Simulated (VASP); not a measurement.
Crystal: ZnSe (lda).

```
Zn Se
1.0
     0.00000    2.83400    2.83400
     2.83400    0.00000    2.83400
     2.83400    2.83400    0.00000
Zn Se
1 1
Direct
  0.00000 0.00000 0.00000
  0.25000 0.25000 0.25000
```

```yaml
Program: VASP 6.6.1
Task: relaxation of cell and atoms
Functional: LDA
Potentials_or_basis: VASP PAW LDA potentials, release 64 (Zn, Se)
Cutoff: 500 eV
k_mesh: 8 × 8 × 8
Occupations: gaussian, width 0.02 eV
Spin: no spin polarisation
```

At the start: pressure -3.1 GPa; volume 22.76 Å³/atom.

**Question.** How do energy, volume and symmetry change on relaxing?

**Answer.** Over 3 steps the energy falls by 10.9 meV/atom and the volume is 21.68 Å³/atom (-4.7 %); space group F-43m (No. 216, to 0.05 Å).

Step by step:
```csv
step,energy change (eV),largest force (eV/Å),pressure (GPa),volume (Å³)
1,0.0000,0.0000,-3.11,45.52
2,-0.0193,0.0000,1.17,42.68
3,-0.0218,0.0000,0.00,43.36
```

Final structure:
```cif
data_structure
_symmetry_space_group_name_H-M 'P 1'
_symmetry_Int_Tables_number 1
_cell_length_a 3.9435
_cell_length_b 3.9435
_cell_length_c 3.9435
_cell_angle_alpha 60.000
_cell_angle_beta 60.000
_cell_angle_gamma 60.000
_cell_volume 43.36
loop_
_atom_site_label
_atom_site_type_symbol
_atom_site_fract_x
_atom_site_fract_y
_atom_site_fract_z
_atom_site_occupancy
Zn1 Zn 0.00000 0.00000 0.00000 1
Se1 Se 0.25000 0.25000 0.25000 1
```
